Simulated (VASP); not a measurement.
# Rh (P6_3/mmc) in VASP: notebook, part 2 of 2

VASP 6.6.1. Earlier steps stand in the parts before.

## (3) Single point, r2SCAN (12.11 Å³/atom)

This run uses another cell than the first one, of 12.11 Å³/atom.

Input file POSCAR:

```
Rh
1.0
    2.5781369894      0.0000000000      0.0000000000
   -1.2890684947      2.2327321273      0.0000000000
    0.0000000000      0.0000000000      8.4132336175
Rh
4
Direct
    0.0000000000      1.0000000000      0.0000000000
    0.0000000000      1.0000000000      0.5000000000
    0.3333333333      0.6666666667      0.2500000000
    0.6666666667      0.3333333333      0.7500000000
```

Input file INCAR.step1:

```
SYSTEM = Rh
PREC     = Accurate       ! precision mode
ENCUT    = 520            ! plane-wave cutoff, eV
ISMEAR   = -1             ! smearing method
SIGMA    = 0.1            ! smearing width, eV
LREAL    = .False.        ! projectors in reciprocal space
LASPH    = .True.         ! aspherical terms in the spheres
NELM     = 100            ! most SCF steps
NBANDS   = 38             ! bands
GGA      = PE             ! functional
ALGO     = Normal         ! electronic algorithm
EDIFF    = 1E-4           ! SCF threshold, eV
LWAVE    = .True.         ! write WAVECAR
LCHARG   = .False.        ! write CHGCAR
```

Input file INCAR.step2:

```
SYSTEM = Rh
PREC     = Accurate       ! precision mode
ENCUT    = 520            ! plane-wave cutoff, eV
EDIFF    = 1E-7           ! SCF threshold, eV
ISMEAR   = -1             ! smearing method
SIGMA    = 0.1            ! smearing width, eV
LREAL    = .False.        ! projectors in reciprocal space
LASPH    = .True.         ! aspherical terms in the spheres
NELM     = 100            ! most SCF steps
ALGO     = Normal         ! electronic algorithm
ISIF     = 2              ! what is computed and relaxed
LWAVE    = .False.        ! write WAVECAR
LCHARG   = .False.        ! write CHGCAR
METAGGA  = R2SCAN         ! meta-GGA
LMIXTAU  = .True.       
NBANDS   = 38             ! bands
ISTART   = 1
```

Input file KPOINTS:

```
Automatic mesh
0
Gamma
  15 15 4
  0 0 0
```

Potentials or basis: VASP PAW PBE potentials, release 64 (Rh_pv).

On the command line:

```console
> cat potpaw_PBE.64/Rh_pv/POTCAR > POTCAR
> cp INCAR.step1 INCAR
> mpirun -np 1 vasp_std > vasp.out
> cp INCAR.step2 INCAR
> mpirun -np 1 vasp_std > vasp.out
```

OUTCAR:

```text
SYSTEM = Rh
   PREC = Accurate
   ENCUT = 520
   EDIFF = 1E-7
   ISMEAR = -1
   LREAL = .False.
   LASPH = .True.
   NELM = 100
   ISIF = 2
   METAGGA = R2SCAN
   ISTART = 1

 ion  position               nearest neighbor table
   1  0.000  0.000  0.000-   3 2.58   4 2.58   4 2.58   3 2.58   4 2.58   3 2.58
   2  0.000  0.000  0.500-   3 2.58   4 2.58   4 2.58   3 2.58   4 2.58   3 2.58
   3  0.333  0.667  0.250-   1 2.58   2 2.58   1 2.58   2 2.58   1 2.58   2 2.58
   4  0.667  0.333  0.750-   1 2.58   2 2.58   1 2.58   2 2.58   1 2.58   2 2.58

  LATTYP: Found a hexagonal cell.
 ALAT       =     2.5781369894
 C/A-ratio  =     3.2632996819

  Lattice vectors:

 A1 = (   2.5781369894,   0.0000000000,   0.0000000000)
 A2 = (  -1.2890684947,   2.2327321273,   0.0000000000)
 A3 = (   0.0000000000,   0.0000000000,   8.4132336175)

Analysis of symmetry for initial positions (statically):
=====================================================================
 Subroutine PRICEL returns:
 Original cell was already a primitive cell.

 Routine SETGRP: Setting up the symmetry group for a
 hexagonal supercell.

 Subroutine GETGRP returns: Found 24 space group operations
 (whereof 12 operations were pure point group operations)
 out of a pool of 24 trial point group operations.

The static configuration has the point symmetry D_3d.
 The point group associated with its full space group is D_6h.

Analysis of symmetry for dynamics (positions and initial velocities):
=====================================================================
 Subroutine PRICEL returns:
 Original cell was already a primitive cell.

 Routine SETGRP: Setting up the symmetry group for a
 hexagonal supercell.

 Subroutine GETGRP returns: Found 24 space group operations
 (whereof 12 operations were pure point group operations)
[... 123 lines left out ...]
   EFERMI_NEDOS =   21; number of points for ismear=-14 and -15
   IALGO  =     38    algorithm
   IMIX   =      4    mixing-type and parameters
     AMIX     =   0.40;   BMIX     =  1.00
     AMIX_MAG =   1.60;   BMIX_MAG =  1.00
  volume/ion in A,a.u.               =      12.11        81.70
  Fermi-wavevector in a.u.,A,eV,Ry     =   1.758288  3.322683 42.063464  3.091577
  Thomas-Fermi vector in A             =   2.827476
   LORBIT       =      0    0 simple, 1 ext, 2 COOP (PROOUT), +10 PAW based schemes
   METAGGA = R2SCAN    functional components
   LHFCALC =     F    Hartree Fock is set to
   AEXX    =    0.0000 exact exchange contribution
   IVDW    =     0    specifies the selected vdW correction
   LEPSILON=     F    determine dielectric tensor
   LRPA    =     F    only Hartree local field effects (RPA)
 non-spin polarized calculation
  energy-cutoff  :      520.00
  volume of cell :       48.43
 maximum number of plane-waves:      1317
 NGX is ok and might be reduce to    20
   NGX =  9   NGY =  9   NGZ = 31

 number of electron      59.9999989 magnetization

 Free energy of the ion-electron system (eV)
  ---------------------------------------------------
  ext. energy  EPLUGINS =         0.00000000
  ---------------------------------------------------
  free energy    TOTEN  =       -95.58437789 eV

  energy without entropy =      -95.44361370  energy(sigma->0) =      -95.51399580

 E-fermi :  14.2601     XC(G=0): -16.1751

 val. band max:       14.2520719867   @ k =   0.3333   0.2000   0.5000
 cond. band min:      14.2683814302   @ k =   0.4000   0.0000   0.2500
 fundamental gap:      0.0163094435
 Fermi energy:        14.2601142144

 k-point     1 :       0.0000    0.0000    0.0000
  band No.  band energies     occupation
      1     -34.9845      2.00000
      2     -34.3997      2.00000
      3     -34.3888      2.00000
      4     -33.9414      2.00000
      5     -33.9414      2.00000
      6     -33.8730      2.00000
[... 973 lines left out ...]
     37      25.3665      0.00000
     38      25.4682      0.00000

 [... further k-points ...]

------------------------ aborting loop because EDIFF is reached ----------------------------------------

  FORCE on cell =-STRESS in cart. coord.  units (eV):
  Direction    XX          YY          ZZ          XY          YZ          ZX
  --------------------------------------------------------------------------------------
  -------------------------------------------------------------------------------------
  Total       15.5244771     15.5244771     15.6775018     -0.0000000      0.0000000      0.0000000
  in kB      513.5964388    513.5964389    518.6589571     -0.0000000      0.0000000      0.0000000
  external PRESSURE =     515.2839449 kB  Pullay stress =       0.0000000 kB

 VOLUME and BASIS-vectors are now :
 -----------------------------------------------------------------------------
  energy-cutoff  :      520.00
  volume of cell :       48.43
      direct lattice vectors                 reciprocal lattice vectors
     2.578136989  0.000000000  0.000000000     0.387876984  0.223940881  0.000000000
    -1.289068495  2.232732127  0.000000000     0.000000000  0.447881762  0.000000000
     0.000000000  0.000000000  8.413233617     0.000000000  0.000000000  0.118860363

 POSITION                                       TOTAL-FORCE (eV/Angst)
 -----------------------------------------------------------------------------------
      0.00000      0.00000      0.00000         0.000000      0.000000      0.000000
      0.00000      0.00000      4.20662         0.000000      0.000000      0.000000
     -0.00000      1.48849      2.10331        -0.000000      0.000000      0.000000
      1.28907      0.74424      6.30993         0.000000     -0.000000      0.000000
 -----------------------------------------------------------------------------------
    total drift:                                0.000000     -0.000000      0.000000

  FREE ENERGIE OF THE ION-ELECTRON SYSTEM (eV)
  ---------------------------------------------------
  free  energy   TOTEN  =       -95.5843778929 eV

  energy  without entropy=      -95.4436136996  energy(sigma->0) =      -95.51399580
```

OSZICAR.step1:

```text
N       E                     dE             d eps       ncg     rms          rms(c)
DAV:   1     0.790694844298E+03    0.79069E+03   -0.36505E+04  6252   0.188E+03
DAV:   2    -0.269225278536E+01   -0.79339E+03   -0.76987E+03  6384   0.586E+02
DAV:   3    -0.294094255501E+02   -0.26717E+02   -0.26020E+02  6858   0.118E+02
DAV:   4    -0.296519739413E+02   -0.24255E+00   -0.24243E+00  6768   0.115E+01
DAV:   5    -0.296562061780E+02   -0.42322E-02   -0.42322E-02  6902   0.152E+00    0.287E+01
DAV:   6    -0.279718482166E+02    0.16844E+01   -0.42809E+00  6780   0.165E+01    0.117E+01
DAV:   7    -0.278689467405E+02    0.10290E+00   -0.38967E-01  6846   0.545E+00    0.359E+00
DAV:   8    -0.279142169703E+02   -0.45270E-01   -0.51196E-01  6630   0.883E+00    0.278E+00
DAV:   9    -0.278407026847E+02    0.73514E-01   -0.24501E-01  6600   0.533E+00    0.654E-01
DAV:  10    -0.278406227517E+02    0.79933E-04   -0.48819E-03  6690   0.536E-01    0.809E-02
DAV:  11    -0.278405782303E+02    0.44521E-04   -0.13809E-04  3960   0.113E-01
   1 F= -.27840578E+02 E0= -.27766530E+02  d E =-.148097E+00
```

It took 5.7 min on 1 thread of AMD EPYC 9R45 (Zen 5), shared host; peak memory 0.21 GiB.

Results:

```yaml
Free_energy: -95.5844 eV
Pressure: 51.5 GPa
Band_gap_on_the_k_mesh: zero (bands 30 and 31 overlap by 2.36 eV)
```

Caveat: the cell stands under pressure; the PAW data sets were made with another functional, which shifts forces and pressure a little.

## (4) Single point, r2SCAN (12.66 Å³/atom)

This run uses another cell than the first one, of 12.66 Å³/atom.

Input file POSCAR:

```
Rh
1.0
    2.6166223199      0.0000000000      0.0000000000
   -1.3083111599      2.2660614011      0.0000000000
    0.0000000000      0.0000000000      8.5388227841
Rh
4
Direct
    0.0000000000      1.0000000000      0.0000000000
    0.0000000000      1.0000000000      0.5000000000
    0.3333333333      0.6666666667      0.2500000000
    0.6666666667      0.3333333333      0.7500000000
```

Input file INCAR.step1:

```
ALGO = Normal
EDIFF = 1E-4
ENCUT = 520
GGA = PE
ISMEAR = -1
LASPH = T
LCHARG = F
LREAL = F
LWAVE = T
NBANDS = 38
NELM = 100
PREC = Accurate
SIGMA = 0.1
```

Input file INCAR.step2:

```
ALGO = Normal
EDIFF = 1E-6
ENCUT = 520
ISIF = 2
ISMEAR = -1
ISTART = 1
LASPH = T
LCHARG = T
LELF = T
LMIXTAU = T
LREAL = F
LVHAR = T
LWAVE = F
METAGGA = R2SCAN
NBANDS = 38
NELM = 100
PREC = Accurate
SIGMA = 0.1
```

Input file KPOINTS:

```
k-points
0
Gamma
  15 15 4
```

On the command line:

```console
> cat potpaw_PBE.64/Rh_pv/POTCAR > POTCAR
> cp INCAR.step1 INCAR
> mpirun -np 1 vasp_std > vasp.out
> cp INCAR.step2 INCAR
> mpirun -np 1 vasp_std > vasp.out
```

Run time: 5.3 min. Hardware: 1 thread of AMD EPYC 9R45 (Zen 5), shared host; peak memory 0.21 GiB.

It converged, with:

| Quantity | Value |
| --- | --- |
| Free energy | -96.1439 eV |
| Pressure | 30.5 GPa |
| Band gap on the k mesh | zero (bands 30 and 31 overlap by 2.22 eV) |

Stress tensor (GPa, compression positive):
```
30.45  0.00  0.00
 0.00 30.45  0.00
 0.00  0.00 30.73
```

Levels at points of the mesh, in eV from the Fermi level:
```
           k point  band 27  band 28  band 29  band 30  band 31  band 32  band 33  band 34
(0.00, 0.00, 0.00)    -3.10    -1.74    -1.74    -1.03    -1.03    -0.42    -0.42     0.51
(0.00, 0.00, 0.50)    -1.37    -1.37    -1.37    -1.37    -1.21    -1.21     0.09     0.09
```

Caveat: the cell stands under pressure; the PAW data sets were made with another functional, which shifts forces and pressure a little.

## (5) Single point, r2SCAN (13.21 Å³/atom)

This run uses another cell than the first one, of 13.21 Å³/atom.

Input file POSCAR:

```
Rh
1.0
    2.6540076897      0.0000000000      0.0000000000
   -1.3270038448      2.2984380811      0.0000000000
    0.0000000000      0.0000000000      8.6608224496
Rh
4
Direct
    0.0000000000      1.0000000000      0.0000000000
    0.0000000000      1.0000000000      0.5000000000
    0.3333333333      0.6666666667      0.2500000000
    0.6666666667      0.3333333333      0.7500000000
```

Input file INCAR.step1:

```
SYSTEM = Rh
ALGO = Normal
EDIFF = 1E-4
ENCUT = 520
GGA = PE
ISMEAR = -1
LASPH = .TRUE.
LCHARG = .FALSE.
LREAL = .FALSE.
LWAVE = .TRUE.
NBANDS = 38
NELM = 80
PREC = Accurate
SIGMA = 0.1
```

Input file INCAR.step2:

```
SYSTEM = Rh
ALGO = Normal
EDIFF = 1E-6
ENCUT = 520
ISIF = 2
ISMEAR = -1
ISTART = 1
LASPH = .TRUE.
LCHARG = .TRUE.
LELF = .TRUE.
LMIXTAU = .TRUE.
LREAL = .FALSE.
LVHAR = .TRUE.
LWAVE = .FALSE.
METAGGA = R2SCAN
NBANDS = 38
NELM = 80
PREC = Accurate
SIGMA = 0.1
```

Input file KPOINTS:

```
k-points
0
G
  15 15 4
  0 0 0
```

On the command line:

```console
> cat potpaw_PBE.64/Rh_pv/POTCAR > POTCAR
> cp INCAR.step1 INCAR
> mpirun -np 1 vasp_std > vasp.out
> cp INCAR.step2 INCAR
> mpirun -np 1 vasp_std > vasp.out
```

It took 3.8 min on 1 thread of AMD EPYC 9R45 (Zen 5), shared host; peak memory 0.21 GiB.

It converged, with:

```
Free energy            : -96.4474 eV
Pressure               : 14.2 GPa
Band gap on the k mesh : zero (bands 30 and 31 overlap by 2.10 eV)
```

Stress tensor (GPa, compression positive):
```
14.19  0.00  0.00
 0.00 14.19  0.00
 0.00  0.00 14.28
```

Levels at points of the mesh, in eV from the Fermi level:
| k point | band 27 | band 28 | band 29 | band 30 | band 31 | band 32 | band 33 | band 34 |
| --- | --- | --- | --- | --- | --- | --- | --- | --- |
| (0.00, 0.00, 0.00) | -2.89 | -1.63 | -1.63 | -0.96 | -0.96 | -0.39 | -0.39 | 0.47 |
| (0.00, 0.00, 0.50) | -1.28 | -1.28 | -1.28 | -1.28 | -1.13 | -1.13 | 0.08 | 0.08 |

Caveat: the cell stands under pressure; the PAW data sets were made with another functional, which shifts forces and pressure a little.

## (6) Overview

| cell | k mesh | gap on the mesh (eV) | pressure (GPa) |
| --- | --- | --- | --- |
| a = 2.690, b = 2.690, c = 8.779 Å, angles 90.0, 90.0, 120.0°, 4 atoms | 13 × 13 × 4 | none | 1.2 |
| a = 2.578, b = 2.578, c = 8.413 Å, angles 90.0, 90.0, 120.0°, 4 atoms | 15 × 15 × 4 | none | 51.5 |
| a = 2.617, b = 2.617, c = 8.539 Å, angles 90.0, 90.0, 120.0°, 4 atoms | 15 × 15 × 4 | none | 30.5 |
| a = 2.654, b = 2.654, c = 8.661 Å, angles 90.0, 90.0, 120.0°, 4 atoms | 15 × 15 × 4 | none | 14.2 |

Alike in all rows: task single point; level r2SCAN; potentials or basis VASP PAW PBE potentials, release 64 (Rh_pv); no spin polarisation; cutoff (eV) 520; smearing fermi-dirac 0.1 eV.

Caveats: the PAW data sets were made with another functional, which shifts forces and pressure a little; the cell stands under pressure (at least some runs).

Absolute energies hang on the potentials; compare differences alone.
